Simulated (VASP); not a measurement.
# Pt (P6_3/mmc) in VASP: a series of runs

Pt is run at these levels: LDA; tasks: relaxation of cell and atoms, single point.

All numbers are computed with VASP 6.6.1; they aren't measurements. Logs are shortened: lines on timing, memory, paths and dates and some standing lists are left out, and cuts for length are marked.

### Step 1. The cell of the first run

It takes space group P6_3/mmc (No. 194, hexagonal). Conventional cell: a = 2.708 Å, b = 2.708 Å, c = 4.678 Å, α = 90.00°, β = 90.00°, γ = 120.00°. Pt (site symmetry -6m2) has 12 Pt at 2.71 to 2.81 Å within 3.6 Å.

This isn't the form of Pt at room conditions, which is fcc.

### Step 2. Relaxation of cell and atoms, LDA

INCAR reads:

```
SYSTEM = Pt
PREC = Accurate
ENCUT = 600
EDIFF = 1E-6
ISMEAR = -1
SIGMA = 0.15
LREAL = .False.
LASPH = .True.
NELM = 60
ALGO = Fast
ISIF = 3
LWAVE = .False.
LCHARG = .False.
GGA = CA
IBRION = 2
NSW = 80
EDIFFG = -0.001
```

KPOINTS reads:

```
regular mesh
0
Gamma
  18 18 10
  0 0 0
```

POSCAR reads:

```
Pt
1.0
    2.7079582012      0.0000000000      0.0000000000
   -1.3539791006      2.3451605946      0.0000000000
    0.0000000000      0.0000000000      4.6781625606
Pt
2
Direct
    0.6666666667      0.3333333333      0.7500000000
    0.3333333333      0.6666666667      0.2500000000
```

Potentials or basis: VASP PAW LDA potentials, release 64 (Pt).

Launch:

```bash
$ cat potpaw_LDA.64/Pt/POTCAR > POTCAR
$ mpirun -np 1 vasp_std > vasp.out
```

OUTCAR:

```text
SYSTEM = Pt
   PREC = Accurate
   ENCUT = 600
   EDIFF = 1E-6
   ISMEAR = -1
   LREAL = .False.
   LASPH = .True.
   NELM = 60
   ISIF = 3
   GGA = CA
   IBRION = 2
   NSW = 80
   EDIFFG = -0.001

 ion  position               nearest neighbor table
   1  0.667  0.333  0.750-   2 2.81   2 2.81   2 2.81   2 2.81   2 2.81   2 2.81
   2  0.333  0.667  0.250-   1 2.81   1 2.81   1 2.81   1 2.81   1 2.81   1 2.81

  LATTYP: Found a hexagonal cell.
 ALAT       =     2.7079582012
 C/A-ratio  =     1.7275608459

  Lattice vectors:

 A1 = (   2.7079582012,   0.0000000000,   0.0000000000)
 A2 = (  -1.3539791006,   2.3451605946,   0.0000000000)
 A3 = (   0.0000000000,   0.0000000000,   4.6781625606)

Analysis of symmetry for initial positions (statically):
=====================================================================
 Subroutine PRICEL returns:
 Original cell was already a primitive cell.

 Routine SETGRP: Setting up the symmetry group for a
 hexagonal supercell.

 Subroutine GETGRP returns: Found 24 space group operations
 (whereof 12 operations were pure point group operations)
 out of a pool of 24 trial point group operations.

The static configuration has the point symmetry D_3d.
 The point group associated with its full space group is D_6h.

Analysis of symmetry for dynamics (positions and initial velocities):
=====================================================================
 Subroutine PRICEL returns:
 Original cell was already a primitive cell.

 Routine SETGRP: Setting up the symmetry group for a
 hexagonal supercell.

 Subroutine GETGRP returns: Found 24 space group operations
 (whereof 12 operations were pure point group operations)
 out of a pool of 24 trial point group operations.

The dynamic configuration has the point symmetry D_3d.
 The point group associated with its full space group is D_6h.

 Subroutine INISYM returns: Found 24 space group operations
 (whereof 12 operations are pure point group operations),
 and found     1 'primitive' translations

----------------------------------------------------------------------------------------

                                     Primitive cell

  volume of cell :      29.7091

  direct lattice vectors                    reciprocal lattice vectors
     2.707958201  0.000000000  0.000000000     0.369281919  0.213205015  0.000000000
    -1.353979101  2.345160595  0.000000000     0.000000000  0.426410030  0.000000000
     0.000000000  0.000000000  4.678162561     0.000000000  0.000000000  0.213759139

  length of vectors
     2.707958201  2.707958201  4.678162561     0.426410030  0.426410030  0.213759139

  position of ions in fractional coordinates (direct lattice)
     0.666666667  0.333333333  0.750000000
     0.333333333  0.666666667  0.250000000

  ion indices of the primitive-cell ions
   primitive index   ion index
                 1           1
                 2           2

----------------------------------------------------------------------------------------

 KPOINTS: regular mesh

Automatic generation of k-mesh.
 Grid dimensions read from file:
 generate k-points for:   18   18   10

 Generating k-lattice:

  Cartesian coordinates                     Fractional coordinates (reciprocal lattice)
     0.020515662  0.011844723  0.000000000     0.055555556  0.000000000  0.000000000
     0.000000000  0.023689446  0.000000000     0.000000000  0.055555556  0.000000000
     0.000000000  0.000000000  0.021375914     0.000000000  0.000000000  0.100000000

  Length of vectors
     0.023689446  0.023689446  0.021375914

  Shift w.r.t. Gamma in fractional coordinates (k-lattice)
     0.000000000  0.000000000  0.000000000

 Subroutine IBZKPT returns following result:
 ===========================================

 Found    222 irreducible k-points:

 Following reciprocal coordinates:
            Coordinates               Weight
  0.000000  0.000000  0.000000      1.000000
  0.055556  0.000000  0.000000      6.000000
  0.111111  0.000000  0.000000      6.000000
  0.166667  0.000000  0.000000      6.000000
  0.222222  0.000000  0.000000      6.000000
  0.277778  0.000000  0.000000      6.000000
[... 16 lines left out ...]
  0.333333  0.111111  0.000000     12.000000
  0.388889  0.111111  0.000000     12.000000
 [... further k-points ...]
   k-points           NKPTS =    222   k-points in BZ     NKDIM =    222   number of bands    NBANDS=     14
   number of dos      NEDOS =    301   number of ions     NIONS =      2
   total plane-waves  NPLWV =  23040
   dimension x,y,z NGX =    24 NGY =   24 NGZ =   40
   dimension x,y,z NGXF=    48 NGYF=   48 NGZF=   80
   ions per type =               2
   NGX,Y,Z   is equivalent  to a cutoff of  14.73, 14.73, 14.21 a.u.
   NGXF,Y,Z  is equivalent  to a cutoff of  29.47, 29.47, 28.43 a.u.
 SYSTEM =  Pt
   PREC   = accura    normal or accurate (medium, high low for compatibility)
   ISTART =      0    job   : 0-new  1-cont  2-samecut
   ICHARG =      2    charge: 1-file 2-atom 10-const
   ISPIN  =      1    spin polarized calculation?
   LNONCOLLINEAR =      F non collinear calculations
   LSORBIT =      F    spin-orbit coupling
   LASPH  =      T    aspherical Exc in radial PAW
   ENCUT  =  600.0 eV  44.10 Ry    6.64 a.u.   5.41  5.41  9.34*2*pi/ulx,y,z
   NELM   =     60;   NELMIN=  2; NELMDL= -5     # of ELM steps
   EDIFF  = 0.1E-05   stopping-criterion for ELM
   LREAL  =      F    real-space projection
   EDIFFG = -.1E-02   stopping-criterion for IOM
   NSW    =     80    number of steps for IOM
   IBRION =      2    ionic relax: 0-MD 1-quasi-New 2-CG
   NFREE  =      1    steps in history (QN), initial steepest desc. (CG)
   ISIF   =      3    stress and relaxation
   ISYM   =      2    0-nonsym 1-usesym 2-fastsym
   POTIM  = 0.5000    time-step for ionic-motion
   TEBEG  =    0.0;   TEEND  =   0.0 temperature during run
   PSTRESS=    0.0 pullay stress
   NELECT =      20.0000    total number of electrons
   NUPDOWN=      -1.0000    fix difference up-down
   EMIN   =  10.00;   EMAX   =-10.00  energy-range for DOS
   EFERMI =   0.00;   METHOD = LEGACY
   ISMEAR =    -1;   SIGMA  =   0.15  broadening in eV -4-tet -1-fermi 0-gaus
   EFERMI_NEDOS =   21; number of points for ismear=-14 and -15
   IALGO  =     68    algorithm
   IMIX   =      4    mixing-type and parameters
     AMIX     =   0.40;   BMIX     =  1.00
     AMIX_MAG =   1.60;   BMIX_MAG =  1.00
  volume/ion in A,a.u.               =      14.85       100.24
  Fermi-wavevector in a.u.,A,eV,Ry     =   1.434790  2.711359 28.009241  2.058621
  Thomas-Fermi vector in A             =   2.554159
   LORBIT       =      0    0 simple, 1 ext, 2 COOP (PROOUT), +10 PAW based schemes
   GGA     = CA    functional components
   LHFCALC =     F    Hartree Fock is set to
   AEXX    =    0.0000 exact exchange contribution
   IVDW    =     0    specifies the selected vdW correction
   LEPSILON=     F    determine dielectric tensor
   LRPA    =     F    only Hartree local field effects (RPA)
 conjugate gradient relaxation of ions
 non-spin polarized calculation
 RMM-DIIS sequential band-by-band and
  energy-cutoff  :      600.00
  volume of cell :       29.71
 maximum number of plane-waves:      1020
 NGX is ok and might be reduce to    24
   NGX = 11   NGY = 11   NGZ = 19

--------------------------------------- Ionic step        1  -------------------------------------------

 number of electron      19.9999999 magnetization

 Free energy of the ion-electron system (eV)
  ---------------------------------------------------
  ext. energy  EPLUGINS =         0.00000000
  ---------------------------------------------------
  free energy    TOTEN  =       -15.00105581 eV

  energy without entropy =      -14.78005773  energy(sigma->0) =      -14.89055677

------------------------ aborting loop because EDIFF is reached ----------------------------------------

  FORCE on cell =-STRESS in cart. coord.  units (eV):
  Direction    XX          YY          ZZ          XY          YZ          ZX
  --------------------------------------------------------------------------------------
  -------------------------------------------------------------------------------------
  Total        0.5192642      0.5192642     -0.0729289      0.0000000     -0.0000000      0.0000000
  in kB       28.0032907     28.0032907     -3.9329675      0.0000000     -0.0000000      0.0000000
  external PRESSURE =      17.3578713 kB  Pullay stress =       0.0000000 kB
[... 89 lines left out ...]
  FREE ENERGIE OF THE ION-ELECTRON SYSTEM (eV)
  ---------------------------------------------------
  free  energy   TOTEN  =       -15.0032691218 eV

  energy  without entropy=      -14.7779473591  energy(sigma->0) =      -14.89060824

[... ionic steps 4 to 27 ...]

--------------------------------------- Ionic step       28  -------------------------------------------

 number of electron      20.0000000 magnetization

------------------------ aborting loop because EDIFF is reached ----------------------------------------

  FORCE on cell =-STRESS in cart. coord.  units (eV):
  Direction    XX          YY          ZZ          XY          YZ          ZX
  --------------------------------------------------------------------------------------
  -------------------------------------------------------------------------------------
  Total        0.0031753      0.0031753      0.0001400      0.0000000     -0.0000000      0.0000000
  in kB        0.1704070      0.1704070      0.0075133      0.0000000     -0.0000000      0.0000000
  external PRESSURE =       0.1161091 kB  Pullay stress =       0.0000000 kB
[... 57 lines left out ...]
  energy  without entropy=      -14.7761718085  energy(sigma->0) =      -14.89032155

--------------------------------------- Ionic step       30  -------------------------------------------

 number of electron      20.0000000 magnetization

 Free energy of the ion-electron system (eV)
  ---------------------------------------------------
  ext. energy  EPLUGINS =         0.00000000
  ---------------------------------------------------
  free energy    TOTEN  =       -15.00447129 eV

  energy without entropy =      -14.77616840  energy(sigma->0) =      -14.89031985

 E-fermi :  11.3444     XC(G=0): -13.7440

 val. band max:       11.3398999012   @ k =   0.3889   0.2222   0.3000
 cond. band min:      11.3474314790   @ k =   0.0556   0.0000   0.2000
 fundamental gap:      0.0075315778
 Fermi energy:        11.3443865946

 k-point     1 :       0.0000    0.0000    0.0000
  band No.  band energies     occupation
      1       0.9767      2.00000
      2       3.7308      2.00000
      3       7.1115      2.00000
      4       7.5731      2.00000
      5       7.5731      2.00000
      6       8.0100      2.00000
      7       8.0100      2.00000
      8       9.1981      2.00000
      9       9.1981      2.00000
     10      10.4659      1.99430
     11      11.0634      1.73373
     12      11.0634      1.73373
     13      16.5960      0.00000
     14      26.2291      0.00000
[... 375 lines left out ...]
 k-point    24 :       0.3889    0.1111    0.0000
  band No.  band energies     occupation
      1       4.7171      2.00000
      2       4.8074      2.00000
      3       5.2188      2.00000
      4       7.5192      2.00000
      5       7.7172      2.00000
      6       7.8030      2.00000
      7       8.1798      2.00000
      8      10.8881      1.90886
      9      11.1828      1.49199
     10      11.3972      0.82573
     11      13.3782      0.00000
     12      16.6182      0.00000
     13      18.5705      0.00000
     14      20.7923      0.00000

 [... further k-points ...]
[... 5 lines left out ...]
  --------------------------------------------------------------------------------------
  -------------------------------------------------------------------------------------
  Total        0.0008999      0.0008999     -0.0008883      0.0000000     -0.0000000     -0.0000000
  in kB        0.0482949      0.0482949     -0.0476695      0.0000000     -0.0000000     -0.0000000
  external PRESSURE =       0.0163068 kB  Pullay stress =       0.0000000 kB
[... 17 lines left out ...]
  FREE ENERGIE OF THE ION-ELECTRON SYSTEM (eV)
  ---------------------------------------------------
  free  energy   TOTEN  =       -15.0044712927 eV

  energy  without entropy=      -14.7761683979  energy(sigma->0) =      -14.89031985

 reached required accuracy - stopping structural energy minimisation
```

Wall time 11 min (1 thread of Intel Xeon 6975P-C (Granite Rapids), shared host); peak memory 0.23 GiB.

Results:

```
Free energy                           : -15.0045 eV
Relaxed volume                        : 14.93 Å³/atom
Relaxed cell                          : a = 2.725 Å, b = 2.725 Å, c = 4.643 Å, α = 90.00°, β = 90.00°, γ = 120.00°
Space group after relaxing (to 0.1 Å) : P6_3/mmc (No. 194)
Energy gained by relaxing             : 1.7 meV/atom
Ionic steps                           : 30
Pressure after relaxing               : 0.0 GPa
Band gap on the k mesh                : zero (bands 10 and 11 overlap by 1.40 eV)
```

The path:
```
step  energy change (eV)  largest force (eV/Å)  pressure (GPa)  volume (Å³)
   1              0.0000                0.0000            1.74        29.71
   2              0.0057                0.0000           -5.18        30.40
   3             -0.0022                0.0000           -0.77        29.95
   4             -0.0034                0.0000            0.15        29.84
   5             -0.0034                0.0000            0.00        29.85
   6             -0.0034                0.0000            0.04        29.85
   7             -0.0034                0.0000           -0.08        29.87
   8             -0.0034                0.0000           -0.01        29.86
   9             -0.0034                0.0000           -0.02        29.86
  10             -0.0034                0.0000            0.01        29.85
  11             -0.0034                0.0000            0.02        29.85
  12             -0.0034                0.0000            0.01        29.86
  13             -0.0034                0.0000            0.00        29.86
  14             -0.0034                0.0000           -0.01        29.86
  15             -0.0034                0.0000           -0.01        29.86
  16             -0.0034                0.0000           -0.03        29.86
  17             -0.0034                0.0000           -0.03        29.86
  18             -0.0034                0.0000           -0.04        29.86
  19             -0.0034                0.0000           -0.03        29.86
  20             -0.0034                0.0000           -0.02        29.86
  21             -0.0034                0.0000           -0.02        29.86
  22             -0.0034                0.0000           -0.02        29.86
  23             -0.0034                0.0000           -0.02        29.86
  24             -0.0034                0.0000           -0.02        29.86
  25             -0.0034                0.0000            0.06        29.85
  26             -0.0034                0.0000            0.01        29.85
  27             -0.0034                0.0000            0.02        29.85
  28             -0.0034                0.0000            0.01        29.85
  29             -0.0034                0.0000            0.01        29.85
  30             -0.0034                0.0000            0.00        29.85
```

Final structure:
```yaml
crystal:
  lattice:
    - [2.72473, 0.00000, 0.00000]
    - [-1.36237, 2.35969, 0.00000]
    - [0.00000, 0.00000, 4.64342]
  atoms:
    - { symbol: Pt, position: [0.66667, 0.33333, 0.75000] }
    - { symbol: Pt, position: [0.33333, 0.66667, 0.25000] }
```

Caveat: spin-orbit coupling is left out, which moves the levels of the heavy elements.

[end of part 1 of 2]
